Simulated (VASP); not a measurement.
# TmHOs (P6mm) in VASP: single point with PBE

Aim: the single point of TmHOs with PBE.

Everything below comes from runs of VASP 6.6.1. Logs are shortened: lines on timing, memory, paths and dates and some standing lists are left out, and cuts for length are marked.

**1. The cell of the first run**

The structure is hexagonal, space group P6mm (No. 183). Conventional cell: a = 2.920 Å, b = 2.920 Å, c = 6.382 Å, α = 90.00°, β = 90.00°, γ = 120.00°. Within 2.8 Å of Tm (site symmetry 6mm) lie 1 H at 2.09 Å and 1 Os at 2.67 Å. H (site symmetry 6mm) has 1 Os at 1.62 Å and 1 Tm at 2.09 Å within 2.2 Å. Os (site symmetry 6mm) has 1 H at 1.62 Å within 2.2 Å.

The cell was built from a structure type or drawn by symmetry, and may not be a known phase.

**2. Single point, PBE**

File INCAR:

```
SYSTEM = TmHOs
PREC     = Accurate       ! precision mode
ENCUT    = 600            ! plane-wave cutoff, eV
EDIFF    = 1E-6           ! SCF threshold, eV
ISMEAR   = 0              ! smearing method
SIGMA    = 0.2            ! smearing width, eV
LREAL    = .FALSE.        ! projectors in reciprocal space
LASPH    = .TRUE.         ! aspherical terms in the spheres
NELM     = 200            ! most SCF steps
ALGO     = Normal         ! electronic algorithm
ISIF     = 2              ! what is computed and relaxed
LWAVE    = .FALSE.        ! write WAVECAR
LCHARG   = .FALSE.        ! write CHGCAR
GGA      = PE             ! functional
NBANDS   = 16             ! bands
GGA_COMPAT= .FALSE.      
LMAXMIX  = 6              ! l up to which the mixer works
```

File KPOINTS:

```
regular mesh
0
G
  8 8 3
  0 0 0
```

File POSCAR:

```
TmHOs
1.0
    2.9195556926      0.0000000000      0.0000000000
   -1.4597778463      2.5284093976      0.0000000000
    0.0000000000      0.0000000000      6.3815544377
Tm H Os
1 1 1
Direct
    0.0000000000      0.0000000000      0.7811769094
    0.0000000000      0.0000000000      0.4536858082
    0.0000000000      0.0000000000      0.2000581924
```

Potentials or basis: VASP PAW PBE potentials, release 64 (Tm_3, H, Os), 4f in core.

Started as:

```sh
cat potpaw_PBE.64/Tm_3/POTCAR potpaw_PBE.64/H/POTCAR potpaw_PBE.64/Os/POTCAR > POTCAR
mpirun -np 1 vasp_std > vasp.out
```

OUTCAR:

```text
SYSTEM = TmHOs
   PREC = Accurate
   ENCUT = 600
   EDIFF = 1E-6
   ISMEAR = 0
   LREAL = .FALSE.
   LASPH = .TRUE.
   NELM = 200
   ISIF = 2
   GGA = PE

 ion  position               nearest neighbor table
   1  0.000  0.000  0.781-   2 2.09   3 2.67
   2  0.000  0.000  0.454-   3 1.62   1 2.09
   3  0.000  0.000  0.200-   2 1.62   1 2.67

  LATTYP: Found a hexagonal cell.
 ALAT       =     2.9195556926
 C/A-ratio  =     2.1857964395

  Lattice vectors:

 A1 = (   2.9195556926,   0.0000000000,   0.0000000000)
 A2 = (  -1.4597778463,   2.5284093976,   0.0000000000)
 A3 = (   0.0000000000,   0.0000000000,   6.3815544377)

Analysis of symmetry for initial positions (statically):
=====================================================================
 Subroutine PRICEL returns:
 Original cell was already a primitive cell.

 Routine SETGRP: Setting up the symmetry group for a
 hexagonal supercell.

 Subroutine GETGRP returns: Found 12 space group operations
 (whereof 12 operations were pure point group operations)
 out of a pool of 24 trial point group operations.

The static configuration has the point symmetry C_6v.

Analysis of symmetry for dynamics (positions and initial velocities):
=====================================================================
 Subroutine PRICEL returns:
 Original cell was already a primitive cell.

 Routine SETGRP: Setting up the symmetry group for a
 hexagonal supercell.

 Subroutine GETGRP returns: Found 12 space group operations
 (whereof 12 operations were pure point group operations)
 out of a pool of 24 trial point group operations.

The dynamic configuration has the point symmetry C_6v.

 Subroutine INISYM returns: Found 12 space group operations
 (whereof 12 operations are pure point group operations),
 and found     1 'primitive' translations

----------------------------------------------------------------------------------------

                                     Primitive cell

  volume of cell :      47.1076

  direct lattice vectors                    reciprocal lattice vectors
     2.919555693  0.000000000  0.000000000     0.342517871  0.197752785  0.000000000
    -1.459777846  2.528409398  0.000000000     0.000000000  0.395505570  0.000000000
     0.000000000  0.000000000  6.381554438     0.000000000  0.000000000  0.156701633
[... 72 lines left out ...]
   PREC   = accura    normal or accurate (medium, high low for compatibility)
   ISTART =      0    job   : 0-new  1-cont  2-samecut
   ICHARG =      2    charge: 1-file 2-atom 10-const
   ISPIN  =      1    spin polarized calculation?
   LNONCOLLINEAR =      F non collinear calculations
   LSORBIT =      F    spin-orbit coupling
   LASPH  =      T    aspherical Exc in radial PAW
   ENCUT  =  600.0 eV  44.10 Ry    6.64 a.u.   5.83  5.83 12.75*2*pi/ulx,y,z
   NELM   =    200;   NELMIN=  2; NELMDL= -5     # of ELM steps
   EDIFF  = 0.1E-05   stopping-criterion for ELM
   LREAL  =      F    real-space projection
[... 7 lines left out ...]
   TEBEG  =    0.0;   TEEND  =   0.0 temperature during run
   PSTRESS=    0.0 pullay stress
   NELECT =      18.0000    total number of electrons
   NUPDOWN=      -1.0000    fix difference up-down
   EMIN   =  10.00;   EMAX   =-10.00  energy-range for DOS
   EFERMI =   0.00;   METHOD = LEGACY
   ISMEAR =     0;   SIGMA  =   0.20  broadening in eV -4-tet -1-fermi 0-gaus
   EFERMI_NEDOS =   21; number of points for ismear=-14 and -15
   IALGO  =     38    algorithm
   IMIX   =      4    mixing-type and parameters
     AMIX     =   0.40;   BMIX     =  1.00
     AMIX_MAG =   1.60;   BMIX_MAG =  1.00
  volume/ion in A,a.u.               =      15.70       105.97
  Fermi-wavevector in a.u.,A,eV,Ry     =   1.187961  2.244920 19.201235  1.411251
  Thomas-Fermi vector in A             =   2.324101
   LORBIT       =      0    0 simple, 1 ext, 2 COOP (PROOUT), +10 PAW based schemes
   GGA     = PE    functional components
   LHFCALC =     F    Hartree Fock is set to
   AEXX    =    0.0000 exact exchange contribution
   IVDW    =     0    specifies the selected vdW correction
   LEPSILON=     F    determine dielectric tensor
   LRPA    =     F    only Hartree local field effects (RPA)
 non-spin polarized calculation
 Gauss-broadening in eV      SIGMA  =   0.20
  energy-cutoff  :      600.00
  volume of cell :       47.11
 maximum number of plane-waves:      1590
 NGX is ok and might be reduce to    24
   NGX = 11   NGY = 11   NGZ = 25

 number of electron      17.9999997 magnetization

 Free energy of the ion-electron system (eV)
  ---------------------------------------------------
  ext. energy  EPLUGINS =         0.00000000
  ---------------------------------------------------
  free energy    TOTEN  =       -15.97681628 eV

  energy without entropy =      -15.88971830  energy(sigma->0) =      -15.93326729

 E-fermi :   4.1207     XC(G=0): -11.1435

 val. band max:        4.1036035531   @ k =   0.2500   0.0000   0.3333
 cond. band min:       4.1460470998   @ k =   0.1250   0.1250   0.3333
 fundamental gap:      0.0424435467
 Fermi energy:         4.1207180549

 k-point     1 :       0.0000    0.0000    0.0000
  band No.  band energies     occupation
      1     -21.2340      2.00000
      2     -20.0461      2.00000
      3     -20.0461      2.00000
      4      -3.9912      2.00000
      5      -1.2985      2.00000
      6       0.3832      2.00000
[... 357 lines left out ...]
      3     -20.8354      2.00000
      4      -0.7794      2.00000
      5       1.1762      2.00000
      6       1.3748      2.00000
[... 8 lines left out ...]
     15      10.9344      0.00000
     16      13.3532      0.00000

------------------------ aborting loop because EDIFF is reached ----------------------------------------

  FORCE on cell =-STRESS in cart. coord.  units (eV):
  Direction    XX          YY          ZZ          XY          YZ          ZX
  --------------------------------------------------------------------------------------
  -------------------------------------------------------------------------------------
  Total        0.1737828      0.1737828      0.2210951      0.0000000      0.0000000     -0.0000000
  in kB        5.9105342      5.9105342      7.5196759      0.0000000      0.0000000     -0.0000000
  external PRESSURE =       6.4469148 kB  Pullay stress =       0.0000000 kB

 VOLUME and BASIS-vectors are now :
 -----------------------------------------------------------------------------
  energy-cutoff  :      600.00
  volume of cell :       47.11
      direct lattice vectors                 reciprocal lattice vectors
     2.919555693  0.000000000  0.000000000     0.342517871  0.197752785  0.000000000
    -1.459777846  2.528409398  0.000000000     0.000000000  0.395505570  0.000000000
     0.000000000  0.000000000  6.381554438     0.000000000  0.000000000  0.156701633

 POSITION                                       TOTAL-FORCE (eV/Angst)
 -----------------------------------------------------------------------------------
      0.00000      0.00000      4.98512         0.000000      0.000000     -0.004516
      0.00000      0.00000      2.89522         0.000000      0.000000      0.018996
      0.00000      0.00000      1.27668        -0.000000     -0.000000     -0.014480
 -----------------------------------------------------------------------------------
    total drift:                                0.000000      0.000000     -0.000372

  FREE ENERGIE OF THE ION-ELECTRON SYSTEM (eV)
  ---------------------------------------------------
  free  energy   TOTEN  =       -15.9768162761 eV

  energy  without entropy=      -15.8897183006  energy(sigma->0) =      -15.93326729
```

OSZICAR:

```text
N       E                     dE             d eps       ncg     rms          rms(c)
DAV:   1     0.932343723163E+02    0.93234E+02   -0.85758E+03   640   0.121E+03
DAV:   2    -0.102499842520E+02   -0.10348E+03   -0.97167E+02   656   0.344E+02
DAV:   3    -0.178786041880E+02   -0.76286E+01   -0.70189E+01   912   0.647E+01
DAV:   4    -0.181159005180E+02   -0.23730E+00   -0.23640E+00   688   0.127E+01
DAV:   5    -0.181222732572E+02   -0.63727E-02   -0.63663E-02   944   0.215E+00    0.313E+01
DAV:   6    -0.221746081280E+02   -0.40523E+01   -0.42646E+01  1128   0.375E+01    0.136E+01
DAV:   7    -0.161816552659E+02    0.59930E+01   -0.35114E+01  1056   0.212E+01    0.105E+01
DAV:   8    -0.160004710598E+02    0.18118E+00   -0.53273E-01   664   0.464E+00    0.310E+00
DAV:   9    -0.159798801406E+02    0.20591E-01   -0.71829E-02   936   0.182E+00    0.672E-01
DAV:  10    -0.159768559563E+02    0.30242E-02   -0.70336E-03   848   0.764E-01    0.192E-01
DAV:  11    -0.159768391716E+02    0.16785E-04   -0.57414E-04   768   0.177E-01    0.120E-01
DAV:  12    -0.159768152335E+02    0.23938E-04   -0.98398E-05   840   0.973E-02    0.195E-02
DAV:  13    -0.159768171642E+02   -0.19307E-05   -0.21199E-05   864   0.335E-02    0.150E-02
DAV:  14    -0.159768160849E+02    0.10793E-05   -0.28159E-06   608   0.129E-02    0.418E-03
DAV:  15    -0.159768162761E+02   -0.19122E-06   -0.39270E-07   424   0.687E-03
   1 F= -.15976816E+02 E0= -.15933267E+02  d E =-.870980E-01
```

stdout:

```text
POSCAR found type information on POSCAR TmH Os
 POSCAR found :  3 types and       3 ions
 scaLAPACK will be used
 LDA part: xc-table for (Slater+PW92), standard interpolation
 POSCAR, INCAR and KPOINTS ok, starting setup
 FFT: planning ... GRIDC
 FFT: planning ... GRID_SOFT
 FFT: planning ... GRID
 WAVECAR not read
 entering main loop
```

It took 16 s on 1 thread of Intel Xeon Platinum 8488C (Sapphire Rapids), shared host; peak memory 0.19 GiB.

Results:

| Item | Value |
| --- | --- |
| Free energy | -15.9768 eV |
| Pressure | 0.6 GPa |
| Largest force | 0.019 eV/Å |
| Band gap on the k mesh | zero (bands 9 and 10 overlap by 0.57 eV) |

Forces in eV/Å, atoms in the order of the input:
```
Tm   0.000  0.000 -0.005
H    0.000  0.000  0.019
Os   0.000  0.000 -0.014
```

Stress tensor (GPa, compression positive):
```
0.59 0.00 0.00
0.00 0.59 0.00
0.00 0.00 0.75
```

Levels at points of the mesh, in eV from the Fermi level:
| k point | band 5 | band 6 | band 7 | band 8 | band 9 | band 10 | band 11 | band 12 | band 13 | band 14 |
| --- | --- | --- | --- | --- | --- | --- | --- | --- | --- | --- |
| (0.00, 0.00, 0.00) | -5.42 | -3.74 | -1.34 | -1.34 | -1.07 | 0.35 | 0.35 | 2.82 | 2.82 | 3.70 |
| (0.50, 0.00, 0.00) | -4.12 | -3.80 | -2.08 | -0.40 | 0.37 | 1.15 | 2.10 | 2.20 | 4.49 | 5.57 |

Caveat: spin-orbit coupling is left out, which moves the levels of the heavy elements; the 4f electrons are frozen in the core, so they carry no moment and show no levels.
